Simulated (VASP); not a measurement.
Wanted: the native input for a VASP 6.6.1 run.

| Property | Result |
| --- | --- |
| Task | single point |
| Functional | PBE |
| Potentials or basis | VASP PAW PBE potentials, release 64 (Ti_sv) |
| Cutoff | 520 eV |
| k mesh | 22 × 22 × 22 |
| Occupations | gaussian, width 0.15 eV |
| Spin | no spin polarisation |
| Dipole correction | no |
| Further INCAR settings | ALGO = Fast; EDIFF = 1e-06; NBANDS = 12 |

The structure of Ti lies in POSCAR:

```
Ti
1.0
   -1.6872494890      1.6872494890      1.5522695298
    1.6872494890     -1.6872494890      1.5522695298
    1.6872494890      1.6872494890     -1.5522695298
Ti
1
Direct
    0.0000000000      0.0000000000      0.0000000000
```

This cell differs from its parent crystal: ratio of the length along z to the lengths across it x 0.92, volume and fractional coordinates fixed.

The input as run:

INCAR

```
PREC     = Accurate       # precision mode
ENCUT    = 520            # plane-wave cutoff, eV
EDIFF    = 1E-6           # SCF threshold, eV
ISMEAR   = 0              # smearing method
SIGMA    = 0.15           # smearing width, eV
LREAL    = False          # projectors in reciprocal space
LASPH    = True           # aspherical terms in the spheres
NELM     = 80             # most SCF steps
ALGO     = Fast           # electronic algorithm
ISIF     = 2              # what is computed and relaxed
LWAVE    = False          # write WAVECAR
LCHARG   = False          # write CHGCAR
GGA      = PE             # functional
NBANDS   = 12             # bands
```

KPOINTS

```
regular mesh
0
Gamma
  22 22 22
```

Potentials or basis: VASP PAW PBE potentials, release 64 (Ti_sv).

Command:

```sh
$ cat potpaw_PBE.64/Ti_sv/POTCAR > POTCAR
$ mpirun -np 1 vasp_std > vasp.out
```

Results of the run:

```yaml
Pressure: -2.5 GPa
Band_gap_on_the_k_mesh: zero (bands 6 and 7 overlap by 1.50 eV)
```

Wall time 2.5 min on 1 thread of Intel(R) Xeon(R) Platinum 8488C (Sapphire Rapids) (shared host), peak memory 0.28 GiB.
